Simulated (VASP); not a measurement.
The system is Si2Sn.

```
CELL_PARAMETERS angstrom
3.80572 0.00000 0.00000
-1.90286 3.29585 0.00000
0.00000 0.00000 9.32206
ATOMIC_POSITIONS crystal
Si 0.00000 0.00000 0.37500
Si 0.33333 0.66667 0.04167
Si 0.00000 0.00000 0.62500
Si 0.66667 0.33333 0.95833
Sn 0.66667 0.33333 0.70833
Sn 0.33333 0.66667 0.29167
```

- Program: VASP 6.6.1
- Task: relaxation of cell and atoms
- Functional: PBE
- Potentials or basis: VASP PAW PBE potentials, release 64 (Si, Sn_d)
- Cutoff: 600 eV
- k mesh: 6 × 6 × 2
- Occupations: gaussian, width 0.1 eV
- Spin: no spin polarisation

At the start: pressure 31.3 GPa; volume 19.49 Å³/atom.

Problem. Where does the relaxation end?

Solution. Over 8 steps the energy falls by 508.6 meV/atom and the volume is 25.34 Å³/atom (+30.0 %); space group P-3m1 (No. 164, to 0.1 Å) before and after.

Step by step:
| step | energy change (eV) | largest force (eV/Å) | pressure (GPa) | volume (Å³) |
| --- | --- | --- | --- | --- |
| 1 | 0.0000 | 2.7489 | 31.27 | 116.93 |
| 2 | -1.5689 | 0.6486 | -8.39 | 193.83 |
| 3 | -3.0442 | 0.2514 | -0.63 | 153.47 |
| 4 | -3.0456 | 0.2747 | -0.29 | 152.67 |
| 5 | -3.0453 | 0.2978 | 0.02 | 151.89 |
| 6 | -3.0502 | 0.0893 | 0.22 | 151.37 |
| 7 | -3.0503 | 0.0846 | 0.27 | 151.29 |
| 8 | -3.0515 | 0.0307 | -0.06 | 152.06 |

Final structure:
```yaml
crystal:
  lattice:
    - [4.15501, 0.00000, 0.00000]
    - [-2.07750, 3.59834, 0.00000]
    - [0.00000, 0.00000, 10.17016]
  atoms:
    - { symbol: Si, position: [0.00000, 0.00000, 0.38479] }
    - { symbol: Si, position: [0.33333, 0.66667, 0.03317] }
    - { symbol: Si, position: [0.00000, 0.00000, 0.61521] }
    - { symbol: Si, position: [0.66667, 0.33333, 0.96683] }
    - { symbol: Sn, position: [0.66667, 0.33333, 0.70810] }
    - { symbol: Sn, position: [0.33333, 0.66667, 0.29190] }
```

Caveat: the volume moved by over 15 % at a fixed basis, so the end points are rough.
